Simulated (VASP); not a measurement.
Crystal: Al3B2W.

```xyz
6
Lattice="2.4213 1.3979 3.9653 -2.4213 1.3979 3.9653 0.0000 -2.7959 3.9653" Properties=species:S:1:pos:R:3 pbc="T T T"
Al    1.2107   -0.6990    3.9653
Al   -1.2107   -0.6990    3.9653
Al    0.0000    1.3979    3.9653
B     0.0000    0.0000    1.4752
B     0.0000    0.0000   10.4208
W     0.0000    0.0000    5.9480
```

The cell was generated, and may not be a known phase.

```yaml
Program: VASP 6.6.1
Task: relaxation of cell and atoms
Functional: PBE
Potentials_or_basis: VASP PAW PBE potentials, release 64 (Al, B, W_sv)
Cutoff: 500 eV
k_mesh: 4 × 4 × 4
Occupations: gaussian, width 0.2 eV
Spin: no spin polarisation
```

At the start: pressure 9.5 GPa; volume 13.42 Å³/atom.

How do energy, volume and symmetry change on relaxing?

Over 16 steps the energy falls by 133.7 meV/atom and the volume is 14.89 Å³/atom (+11.0 %); space group R-3m (No. 166, to 0.1 Å) before and after.

Step by step:
| step | energy change (eV) | largest force (eV/Å) | pressure (GPa) | volume (Å³) |
| --- | --- | --- | --- | --- |
| 1 | 0.0000 | 0.7441 | 9.47 | 80.53 |
| 2 | -0.1647 | 0.7746 | -4.65 | 90.14 |
| 3 | -0.2008 | 0.7760 | -0.99 | 87.09 |
| 4 | -0.2690 | 0.7777 | -0.89 | 87.33 |
| 5 | -0.3415 | 0.6636 | -0.17 | 87.90 |
| 6 | -0.3735 | 0.6446 | -0.22 | 87.98 |
| 7 | -0.4631 | 0.5640 | -0.31 | 88.22 |
| 8 | -0.6021 | 0.3408 | -0.13 | 88.70 |
| 9 | -0.6836 | 0.2604 | 1.51 | 89.66 |
| 10 | -0.7858 | 0.0596 | -1.85 | 91.22 |
| 11 | -0.7860 | 0.0514 | -1.96 | 91.29 |
| 12 | -0.8001 | 0.1045 | -0.02 | 89.48 |
| 13 | -0.8002 | 0.1061 | 0.04 | 89.43 |
| 14 | -0.8009 | 0.0835 | -0.07 | 89.43 |
| 15 | -0.8015 | 0.0370 | -0.30 | 89.43 |
| 16 | -0.8019 | 0.0336 | -0.24 | 89.36 |

Final structure:
```
Al B W
1.0
     2.48786    1.43637    4.16773
    -2.48786    1.43637    4.16773
     0.00000   -2.87273    4.16773
Al B W
3 2 1
Direct
  0.50000 0.00000 0.50000
  0.00000 0.50000 0.50000
  0.50000 0.50000 0.00000
  0.18084 0.18084 0.18084
  0.81916 0.81916 0.81916
  0.50000 0.50000 0.50000
```

Caveat: the k points lie up to 0.39 Å⁻¹ apart in the final cell, too coarse for converged energies and pressures of a metal; the highest band is partly filled, so the run has too few bands; the relaxation stopped at a loose force limit of 0.08 eV/Å, so its end isn't a converged minimum.
